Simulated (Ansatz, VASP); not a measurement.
# Ag in VASP and in Ansatz

The input POSCAR:

```
Ag
1.0
    0.0000000000      2.0675000000      2.0675000000
    2.0675000000      0.0000000000      2.0675000000
    2.0675000000      2.0675000000      0.0000000000
Ag
1
Direct
    0.0000000000      0.0000000000      0.0000000000
```

The input INCAR.step1:

```
PREC = Accurate
ENCUT = 600
ISMEAR = 0
SIGMA = 0.1
LREAL = False
LASPH = True
NELM = 100
GGA = PE
ALGO = Normal
EDIFF = 1E-4
LWAVE = True
LCHARG = False
```

The input INCAR.step2:

```
PREC = Accurate
ENCUT = 600
EDIFF = 1E-7
ISMEAR = 0
SIGMA = 0.1
LREAL = False
LASPH = True
NELM = 100
ALGO = Normal
ISIF = 3
LWAVE = False
LCHARG = False
METAGGA = R2SCAN
LMIXTAU = True
IBRION = 2
NSW = 100
EDIFFG = -0.002
ISTART = 1
```

KPOINTS

```
Automatic mesh
0
Gamma
  18 18 18
```

Input for Ansatz:

```yaml
crystal:
  lattice:
    - [0.0, 2.0675, 2.0675]
    - [2.0675, 0.0, 2.0675]
    - [2.0675, 2.0675, 0.0]
  atoms:
    - { symbol: Ag, position: [0.0, 0.0, 0.0] }
basis:
  ecutwfc: 500
kpoints:
  mp_grid: { grid: [18, 18, 18] }
hamiltonian:
  xc: r2scan
  pseudopotentials: { kind: paw, azcp: { folder: soft_1 } }
scf:
  occupations: { method: gaussian, width: 0.1 }
output:
  forces: true
  stress: true
  eigenvalues: true
relax:
  adjacent_minimum: "off"
  f_tol: 0.002
  max_steps: 80
  cell: { stress_tol: 0.02 }
```

Alike in both runs: task relaxation of cell and atoms; functional r2SCAN; k mesh 18 × 18 × 18; occupations gaussian, width 0.1 eV; no spin polarisation.

|  | VASP | Ansatz |
| --- | --- | --- |
| version | VASP 6.6.1 | Ansatz 0.2.0 |
| potentials or method | VASP PAW PBE potentials, release 64 (Ag), cutoff 600 eV | scalar-relativistic, plane waves, PAW |
| valence electrons in the cell | 11 | 19 |

|  | VASP | Ansatz | Ansatz less VASP |
| --- | --- | --- | --- |
| gap on the k mesh at the Fermi level, each at its own relaxed structure (eV) | none | none | - |
| relaxed volume (Å³/atom) | 17.30 | 17.28 | -0.016 |
| relaxed length of the cell vector where the two differ most in proportion (Å) | 2.903 | 2.902 | -0.0009 |

VASP's potentials were made for PBE, not for r2SCAN. A gap of «none» marks a metal or a gap that the smearing closes. VASP's potentials hold 11 valence electrons a cell and Ansatz's 19, so a difference there can come from the potentials and not from the codes.
